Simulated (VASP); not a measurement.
# GaSb (I-4m2) in VASP: a series of runs

Runs on GaSb. Level: r2SCAN. Tasks: single point.

Everything below comes from runs of VASP 6.6.1. Logs are shortened: lines on timing, memory, paths and dates and some standing lists are left out, and cuts for length are marked.

## 1. The cell of the first run

Symmetry: I-4m2, No. 119, tetragonal system. The conventional cell has a = 4.326 Å, b = 4.326 Å, c = 5.965 Å, α = 90.00°, β = 90.00°, γ = 90.00°. Ga (site symmetry -4m2) has 4 Sb at 2.63 Å within 3.5 Å. Within 3.5 Å of Sb (site symmetry -4m2) lie 4 Ga at 2.63 Å.

## 2. Single point, r2SCAN (strain +0.000 along x and y, -0.025 along z)

POSCAR reads:

```
GaSb
1.0
    0.0000000000      3.0590000000      2.9825250000
    3.0590000000      0.0000000000      2.9825250000
    3.0590000000      3.0590000000      0.0000000000
Ga Sb
1 1
Direct
    0.0000000000      0.0000000000      0.0000000000
    0.7500000000      0.7500000000      0.7500000000
```

INCAR.step1 reads:

```
PREC = Accurate
ENCUT = 520
ISMEAR = 0
SIGMA = 0.05
LREAL = F
LASPH = T
NELM = 60
NBANDS = 16
GGA = PE
ALGO = Normal
EDIFF = 1E-4
LWAVE = T
LCHARG = F
```

INCAR.step2 reads:

```
PREC = Accurate
ENCUT = 520
EDIFF = 1E-6
ISMEAR = 0
SIGMA = 0.05
LREAL = F
LASPH = T
NELM = 60
ALGO = Normal
ISIF = 2
LWAVE = F
LCHARG = F
METAGGA = R2SCAN
LMIXTAU = T
NBANDS = 16
ISTART = 1
```

KPOINTS reads:

```
regular mesh
0
Gamma
  10 10 10
```

Potentials or basis: VASP PAW PBE potentials, release 64 (Ga_d, Sb).

Run with:

```console
> cat potpaw_PBE.64/Ga_d/POTCAR potpaw_PBE.64/Sb/POTCAR > POTCAR
> cp INCAR.step1 INCAR
> mpirun -np 1 vasp_std > vasp.out
> cp INCAR.step2 INCAR
> mpirun -np 1 vasp_std > vasp.out
```

OUTCAR:

```text
PREC = Accurate
   ENCUT = 520
   EDIFF = 1E-6
   ISMEAR = 0
   LREAL = F
   LASPH = T
   NELM = 60
   ISIF = 2
   METAGGA = R2SCAN
   ISTART = 1

 ion  position               nearest neighbor table
   1  0.000  0.000  0.000-   2 2.63   2 2.63   2 2.63   2 2.63
   2  0.750  0.750  0.750-   1 2.63   1 2.63   1 2.63   1 2.63

  LATTYP: Found a body centered tetragonal cell.
 ALAT       =     4.3260792873
 C/A-ratio  =     1.3788582233

  Lattice vectors:

 A1 = (   0.0000000000,  -3.0590000000,  -2.9825250000)
 A2 = (   0.0000000000,   3.0590000000,  -2.9825250000)
 A3 = (   3.0590000000,   0.0000000000,   2.9825250000)

Analysis of symmetry for initial positions (statically):
=====================================================================
 Subroutine PRICEL returns:
 Original cell was already a primitive cell.

 Routine SETGRP: Setting up the symmetry group for a
 body centered tetragonal supercell.

 Subroutine GETGRP returns: Found  8 space group operations
 (whereof  8 operations were pure point group operations)
 out of a pool of 16 trial point group operations.

The static configuration has the point symmetry D_2d.

Analysis of symmetry for dynamics (positions and initial velocities):
=====================================================================
 Subroutine PRICEL returns:
 Original cell was already a primitive cell.

 Routine SETGRP: Setting up the symmetry group for a
 body centered tetragonal supercell.

 Subroutine GETGRP returns: Found  8 space group operations
 (whereof  8 operations were pure point group operations)
 out of a pool of 16 trial point group operations.

The dynamic configuration has the point symmetry D_2d.

 Subroutine INISYM returns: Found  8 space group operations
 (whereof  8 operations are pure point group operations),
 and found     1 'primitive' translations

----------------------------------------------------------------------------------------

                                     Primitive cell

  volume of cell :      55.8178

  direct lattice vectors                    reciprocal lattice vectors
     0.000000000  3.059000000  2.982525000    -0.163452109  0.163452109  0.167643188
     3.059000000  0.000000000  2.982525000     0.163452109 -0.163452109  0.167643188
     3.059000000  3.059000000  0.000000000     0.163452109  0.163452109 -0.167643188

  length of vectors
     4.272345536  4.272345536  4.326079287     0.285547583  0.285547583  0.285547583

  position of ions in fractional coordinates (direct lattice)
     0.000000000  0.000000000  0.000000000
     0.750000000  0.750000000  0.750000000

  ion indices of the primitive-cell ions
   primitive index   ion index
                 1           1
                 2           2

----------------------------------------------------------------------------------------

 KPOINTS: regular mesh

Automatic generation of k-mesh.
 Grid dimensions read from file:
 generate k-points for:   10   10   10

 Generating k-lattice:

  Cartesian coordinates                     Fractional coordinates (reciprocal lattice)
    -0.016345211  0.016345211  0.016764319     0.100000000  0.000000000  0.000000000
     0.016345211 -0.016345211  0.016764319     0.000000000  0.100000000  0.000000000
     0.016345211  0.016345211 -0.016764319    -0.000000000 -0.000000000  0.100000000

  Length of vectors
     0.028554758  0.028554758  0.028554758

  Shift w.r.t. Gamma in fractional coordinates (k-lattice)
     0.000000000  0.000000000  0.000000000

 Subroutine IBZKPT returns following result:
 ===========================================

 Found    102 irreducible k-points:

 Following reciprocal coordinates:
            Coordinates               Weight
  0.000000  0.000000  0.000000      1.000000
  0.100000 -0.000000  0.000000      8.000000
  0.200000 -0.000000  0.000000      8.000000
  0.300000  0.000000  0.000000      8.000000
  0.400000  0.000000  0.000000      8.000000
  0.500000  0.000000  0.000000      4.000000
[... 16 lines left out ...]
  0.300000  0.300000  0.000000      2.000000
  0.400000  0.300000  0.000000      8.000000
 [... further k-points ...]
   k-points           NKPTS =    102   k-points in BZ     NKDIM =    102   number of bands    NBANDS=     16
   number of dos      NEDOS =    301   number of ions     NIONS =      2
   total plane-waves  NPLWV =  32768
   dimension x,y,z NGX =    32 NGY =   32 NGZ =   32
   dimension x,y,z NGXF=    64 NGYF=   64 NGZF=   64
   ions per type =               1   1
   NGX,Y,Z   is equivalent  to a cutoff of  12.45, 12.45, 12.30 a.u.
   NGXF,Y,Z  is equivalent  to a cutoff of  24.90, 24.90, 24.59 a.u.
 SYSTEM =  unknown system
   PREC   = accura    normal or accurate (medium, high low for compatibility)
   ISTART =      1    job   : 0-new  1-cont  2-samecut
   ICHARG =      0    charge: 1-file 2-atom 10-const
   ISPIN  =      1    spin polarized calculation?
   LNONCOLLINEAR =      F non collinear calculations
   LSORBIT =      F    spin-orbit coupling
   LASPH  =      T    aspherical Exc in radial PAW
   ENCUT  =  520.0 eV  38.22 Ry    6.18 a.u.   7.94  7.94  8.04*2*pi/ulx,y,z
   NELM   =     60;   NELMIN=  2; NELMDL=  0     # of ELM steps
   EDIFF  = 0.1E-05   stopping-criterion for ELM
   LREAL  =      F    real-space projection
   EDIFFG = 0.1E-04   stopping-criterion for IOM
   NSW    =      0    number of steps for IOM
   IBRION =     -1    ionic relax: 0-MD 1-quasi-New 2-CG
   NFREE  =      0    steps in history (QN), initial steepest desc. (CG)
   ISIF   =      2    stress and relaxation
   ISYM   =      2    0-nonsym 1-usesym 2-fastsym
   POTIM  = 0.5000    time-step for ionic-motion
   TEBEG  =    0.0;   TEEND  =   0.0 temperature during run
   PSTRESS=    0.0 pullay stress
   NELECT =      18.0000    total number of electrons
   NUPDOWN=      -1.0000    fix difference up-down
   EMIN   =  10.00;   EMAX   =-10.00  energy-range for DOS
   EFERMI =   0.00;   METHOD = LEGACY
   ISMEAR =     0;   SIGMA  =   0.05  broadening in eV -4-tet -1-fermi 0-gaus
   EFERMI_NEDOS =   21; number of points for ismear=-14 and -15
   IALGO  =     38    algorithm
   IMIX   =      4    mixing-type and parameters
     AMIX     =   0.40;   BMIX     =  1.00
     AMIX_MAG =   1.60;   BMIX_MAG =  1.00
  volume/ion in A,a.u.               =      27.91       188.34
  Fermi-wavevector in a.u.,A,eV,Ry     =   1.122642  2.121486 17.147766  1.260325
  Thomas-Fermi vector in A             =   2.259303
   LORBIT       =      0    0 simple, 1 ext, 2 COOP (PROOUT), +10 PAW based schemes
   METAGGA = R2SCAN    functional components
   LHFCALC =     F    Hartree Fock is set to
   AEXX    =    0.0000 exact exchange contribution
   IVDW    =     0    specifies the selected vdW correction
   LEPSILON=     F    determine dielectric tensor
   LRPA    =     F    only Hartree local field effects (RPA)
 non-spin polarized calculation
 Gauss-broadening in eV      SIGMA  =   0.05
  energy-cutoff  :      520.00
  volume of cell :       55.82
 maximum number of plane-waves:      1523
   NGX = 15   NGY = 15   NGZ = 17

 number of electron      17.9999989 magnetization

 Free energy of the ion-electron system (eV)
  ---------------------------------------------------
  ext. energy  EPLUGINS =         0.00000000
  ---------------------------------------------------
  free energy    TOTEN  =       -37.59002780 eV

  energy without entropy =      -37.59002780  energy(sigma->0) =      -37.59002780

 E-fermi :   5.2777     XC(G=0):  -9.8404

 val. band max:        5.0521776790   @ k =   0.0000   0.0000   0.0000
 cond. band min:       5.5893120402   @ k =   0.0000   0.0000   0.0000
 fundamental gap:      0.5371343612
 Fermi energy:         5.2777381983

 k-point     1 :       0.0000    0.0000    0.0000
  band No.  band energies     occupation
      1     -10.5977      2.00000
      2     -10.5977      2.00000
      3     -10.5945      2.00000
      4     -10.5371      2.00000
      5     -10.5340      2.00000
      6      -7.1668      2.00000
[... 8 lines left out ...]
     15      13.8001      0.00000
     16      14.2081      0.00000

 k-point     2 :       0.1000   -0.0000    0.0000
  band No.  band energies     occupation
      1     -10.6003      2.00000
      2     -10.5963      2.00000
      3     -10.5938      2.00000
      4     -10.5373      2.00000
      5     -10.5341      2.00000
      6      -7.0548      2.00000
[... 8 lines left out ...]
     15      13.2158      0.00000
     16      13.5108      0.00000

 k-point     3 :       0.2000   -0.0000    0.0000
  band No.  band energies     occupation
      1     -10.6086      2.00000
      2     -10.5927      2.00000
      3     -10.5906      2.00000
      4     -10.5377      2.00000
      5     -10.5342      2.00000
      6      -6.7284      2.00000
[... 8 lines left out ...]
     15      12.8478      0.00000
     16      13.0738      0.00000

 k-point     4 :       0.3000    0.0000    0.0000
  band No.  band energies     occupation
      1     -10.6188      2.00000
      2     -10.5886      2.00000
      3     -10.5866      2.00000
      4     -10.5378      2.00000
      5     -10.5340      2.00000
      6      -6.2264      2.00000
[... 8 lines left out ...]
     15      13.2771      0.00000
     16      13.3116      0.00000

 k-point     5 :       0.4000    0.0000    0.0000
  band No.  band energies     occupation
      1     -10.6269      2.00000
      2     -10.5857      2.00000
      3     -10.5837      2.00000
      4     -10.5376      2.00000
      5     -10.5334      2.00000
      6      -5.6669      2.00000
[... 8 lines left out ...]
     15      14.3403      0.00000
     16      14.4393      0.00000

 k-point     6 :       0.5000    0.0000    0.0000
  band No.  band energies     occupation
      1     -10.6299      2.00000
      2     -10.5847      2.00000
      3     -10.5827      2.00000
      4     -10.5374      2.00000
      5     -10.5331      2.00000
      6      -5.3771      2.00000
[... 8 lines left out ...]
     15      15.4947      0.00000
     16      15.6582      0.00000

 k-point     7 :       0.1000    0.1000    0.0000
  band No.  band energies     occupation
      1     -10.6006      2.00000
      2     -10.5950      2.00000
      3     -10.5949      2.00000
      4     -10.5383      2.00000
      5     -10.5335      2.00000
      6      -7.0130      2.00000
[... 8 lines left out ...]
     15      12.8111      0.00000
     16      13.9425      0.00000

 k-point     8 :       0.2000    0.1000    0.0000
  band No.  band energies     occupation
      1     -10.6086      2.00000
      2     -10.5915      2.00000
      3     -10.5914      2.00000
      4     -10.5395      2.00000
      5     -10.5330      2.00000
      6      -6.7530      2.00000
[... 8 lines left out ...]
     15      13.0910      0.00000
     16      13.7209      0.00000

 k-point     9 :       0.3000    0.1000    0.0000
  band No.  band energies     occupation
      1     -10.6184      2.00000
      2     -10.5874      2.00000
      3     -10.5872      2.00000
      4     -10.5402      2.00000
      5     -10.5327      2.00000
      6      -6.3017      2.00000
[... 8 lines left out ...]
     15      13.4382      0.00000
     16      13.9559      0.00000
[... 172 lines left out ...]
 k-point    19 :       0.5000    0.2000    0.0000
  band No.  band energies     occupation
      1     -10.6353      2.00000
      2     -10.5792      2.00000
      3     -10.5785      2.00000
      4     -10.5426      2.00000
      5     -10.5319      2.00000
      6      -5.1455      2.00000
[... 8 lines left out ...]
     15      15.6515      0.00000
     16      15.7801      0.00000

 k-point    20 :      -0.4000    0.2000    0.0000
  band No.  band energies     occupation
      1     -10.6347      2.00000
      2     -10.5794      2.00000
      3     -10.5791      2.00000
      4     -10.5405      2.00000
      5     -10.5335      2.00000
      6      -5.0790      2.00000
[... 8 lines left out ...]
     15      13.9557      0.00000
     16      15.3415      0.00000

 k-point    21 :      -0.3000    0.2000    0.0000
  band No.  band energies     occupation
      1     -10.6300      2.00000
      2     -10.5825      2.00000
      3     -10.5803      2.00000
      4     -10.5386      2.00000
      5     -10.5352      2.00000
      6      -5.5156      2.00000
[... 8 lines left out ...]
     15      13.9108      0.00000
     16      15.7943      0.00000

 k-point    22 :      -0.2000    0.2000    0.0000
  band No.  band energies     occupation
      1     -10.6228      2.00000
      2     -10.5869      2.00000
      3     -10.5826      2.00000
      4     -10.5373      2.00000
      5     -10.5358      2.00000
      6      -6.0601      2.00000
[... 8 lines left out ...]
     15      14.5457      0.00000
     16      14.9078      0.00000

 k-point    23 :       0.3000    0.3000    0.0000
  band No.  band energies     occupation
      1     -10.6329      2.00000
      2     -10.5784      2.00000
      3     -10.5784      2.00000
      4     -10.5467      2.00000
      5     -10.5303      2.00000
      6      -5.8425      2.00000
[... 8 lines left out ...]
     15      15.0823      0.00000
     16      15.9307      0.00000

 k-point    24 :       0.4000    0.3000    0.0000
  band No.  band energies     occupation
      1     -10.6393      2.00000
      2     -10.5751      2.00000
      3     -10.5747      2.00000
      4     -10.5482      2.00000
      5     -10.5298      2.00000
      6      -5.3636      2.00000
[... 8 lines left out ...]
     15      15.8279      0.00000
     16      16.3493      0.00000

 [... further k-points ...]
[... 5 lines left out ...]
  --------------------------------------------------------------------------------------
  -------------------------------------------------------------------------------------
  Total        0.5439093      0.5439093      0.9607647      0.0000000      0.0000000      0.0000000
  in kB       15.6121961     15.6121961     27.5774807      0.0000000      0.0000000      0.0000000
  external PRESSURE =      19.6006243 kB  Pullay stress =       0.0000000 kB

 VOLUME and BASIS-vectors are now :
 -----------------------------------------------------------------------------
  energy-cutoff  :      520.00
  volume of cell :       55.82
      direct lattice vectors                 reciprocal lattice vectors
     0.000000000  3.059000000  2.982525000    -0.163452109  0.163452109  0.167643188
     3.059000000  0.000000000  2.982525000     0.163452109 -0.163452109  0.167643188
     3.059000000  3.059000000  0.000000000     0.163452109  0.163452109 -0.167643188

 POSITION                                       TOTAL-FORCE (eV/Angst)
 -----------------------------------------------------------------------------------
      0.00000      0.00000      0.00000         0.000000      0.000000      0.000000
      4.58850      4.58850      4.47379        -0.000000     -0.000000      0.000000
 -----------------------------------------------------------------------------------
    total drift:                                0.000006      0.000006     -0.000008

  FREE ENERGIE OF THE ION-ELECTRON SYSTEM (eV)
  ---------------------------------------------------
  free  energy   TOTEN  =       -37.5900278033 eV

  energy  without entropy=      -37.5900278033  energy(sigma->0) =      -37.59002780
```

Run time: 1.9 min. Hardware: 1 thread of Intel Xeon Platinum 8488C (Sapphire Rapids), shared host; peak memory 0.25 GiB.

Results:

```yaml
Free_energy: -37.5900 eV
Pressure: 2.0 GPa
Band_gap_on_the_k_mesh: 0.54 eV
```

Levels at points of the mesh, in eV from the valence-band top:
```tsv
k point	band 6	band 7	band 8	band 9	band 10	band 11	band 12	band 13
(0.00, 0.00, 0.00)	-12.22	-0.15	-0.15	0.00	0.54	2.82	2.90	2.90
(0.50, 0.00, 0.00)	-10.43	-6.82	-1.46	-1.26	0.63	3.84	3.99	6.82
(0.50, 0.50, 0.00)	-9.43	-7.19	-3.00	-3.00	0.85	1.22	9.34	9.34
(0.50, 0.00, 0.50)	-9.54	-7.32	-2.85	-2.82	1.06	1.39	9.29	9.29
```

Caveat: the cell differs from its parent crystal (strain +0.000 along x and y, -0.025 along z); semilocal functionals underestimate gaps, and a narrow one can read as zero; the PAW data sets were made with another functional, which shifts forces and pressure a little; spin-orbit coupling is left out, which moves the levels of the heavy elements. A k mesh can miss the band edges.

## 3. Single point, r2SCAN (strain -0.025 along x and y, +0.025 along z)

POSCAR reads:

```
GaSb
1.0
    0.0000000000      2.9825250000      3.1354750000
    2.9825250000      0.0000000000      3.1354750000
    2.9825250000      2.9825250000      0.0000000000
Ga Sb
1 1
Direct
    0.0000000000      0.0000000000      0.0000000000
    0.7500000000      0.7500000000      0.7500000000
```

INCAR.step1 reads:

```
PREC = Accurate ; ENCUT = 520
ISMEAR = 0 ; SIGMA = 0.05
LREAL = False ; LASPH = True
NELM = 80 ; NBANDS = 16
GGA = PE ; ALGO = Normal
EDIFF = 1E-4 ; LWAVE = True
LCHARG = False
```

INCAR.step2 reads:

```
PREC = Accurate ; ENCUT = 520
EDIFF = 1E-7 ; ISMEAR = 0
SIGMA = 0.05 ; LREAL = False
LASPH = True ; NELM = 80
ALGO = Normal ; ISIF = 2
LWAVE = False ; LCHARG = False
METAGGA = R2SCAN ; LMIXTAU = True
NBANDS = 16 ; ISTART = 1
```

KPOINTS is that of step 2.

Potentials or basis: VASP PAW PBE potentials, release 64 (Ga_d, Sb).

Run with:

```console
> cat potpaw_PBE.64/Ga_d/POTCAR potpaw_PBE.64/Sb/POTCAR > POTCAR
> cp INCAR.step1 INCAR
> mpirun -np 1 vasp_std > vasp.out
> cp INCAR.step2 INCAR
> mpirun -np 1 vasp_std > vasp.out
```

Wall time 2.5 min (1 thread of Intel Xeon Platinum 8488C (Sapphire Rapids), shared host); peak memory 0.25 GiB.

The run converged. Its results:

| Property | Result |
| --- | --- |
| Free energy | -37.5778 eV |
| Pressure | 2.0 GPa |
| Band gap on the k mesh | 0.52 eV |

Stress tensor (GPa, compression positive):
```
2.91 0.00 0.00
0.00 2.91 0.00
0.00 0.00 0.16
```

Levels at points of the mesh, in eV from the valence-band top:
```
           k point  band 5  band 6  band 7  band 8  band 9  band 10  band 11  band 12  band 13  band 14
(0.00, 0.00, 0.00)  -15.60  -12.23   -0.34    0.00    0.00     0.52     2.82     2.82     2.99     6.29
(0.50, 0.00, 0.00)  -15.60  -10.44   -6.83   -1.58   -1.15     0.59     3.81     4.05     6.83     9.90
(0.50, 0.50, 0.00)  -15.60   -9.65   -7.45   -2.68   -2.68     1.26     1.56     9.30     9.30    10.78
(0.50, 0.00, 0.50)  -15.59   -9.44   -7.20   -3.02   -2.98     0.85     1.21     9.18     9.19    10.75
```

Caveat: the cell differs from its parent crystal (strain -0.025 along x and y, +0.025 along z); semilocal functionals underestimate gaps, and a narrow one can read as zero; the PAW data sets were made with another functional, which shifts forces and pressure a little; spin-orbit coupling is left out, which moves the levels of the heavy elements. A k mesh can miss the band edges.

(Part 1 of 2 ends here.)

The gap in the log of VASP goes by the Fermi energy; the results here count the filled bands.